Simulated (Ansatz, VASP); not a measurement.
## Na: VASP beside Ansatz

INCAR

```
PREC = Accurate
ENCUT = 520
EDIFF = 1E-8
ISMEAR = -1
SIGMA = 0.03
LREAL = False
LASPH = True
NELM = 100
ALGO = Normal
ISIF = 2
LWAVE = False
LCHARG = False
GGA = PE
LEFG = True
NBANDS = 10
```

The input KPOINTS:

```
Automatic mesh
0
Gamma
  11 11 11
```

Contents of POSCAR:

```
Na
1.0
   -2.1335621770      2.1335621770      2.0857375000
    2.1335621770     -2.1335621770      2.0857375000
    2.1335621770      2.1335621770     -2.0857375000
Na
1
Direct
    0.0000000000      0.0000000000      0.0000000000
```

Input for Ansatz:

```yaml
crystal:
  lattice:
    - [-2.133562177, 2.133562177, 2.0857375]
    - [2.133562177, -2.133562177, 2.0857375]
    - [2.133562177, 2.133562177, -2.0857375]
  atoms:
    - { symbol: Na, position: [0.0, 0.0, 0.0] }
kpoints:
  mp_grid: { grid: [11, 11, 11] }
scf:
  occupations: { method: fermi_dirac, width: 0.03 }
hamiltonian:
  xc: pbe
  pseudopotentials: { kind: all_electron, datasets: crystal }
output:
  forces: true
  stress: true
  eigenvalues: true
  efg: { contact_densities: true }
```

Change from the starting cell: z stretched by -1.5 % at fixed volume, crystal datasets.

Alike in both runs: task electric field gradients; functional PBE; k mesh 11 × 11 × 11; occupations fermi-dirac, width 0.03 eV; no spin polarisation.

```csv
,VASP,Ansatz
version,VASP 6.6.1,Ansatz 0.2.0
potentials or method,"VASP PAW PBE potentials, release 64 (Na_pv), cutoff 520 eV","all-electron PAW with datasets made for the crystal, scalar-relativistic"
```

|  | VASP | Ansatz | Ansatz less VASP |
| --- | --- | --- | --- |
| pressure (GPa) | -0.2 | -0.2 | +0.01 |

Ansatz ran all-electron here, and VASP with PAW potentials.
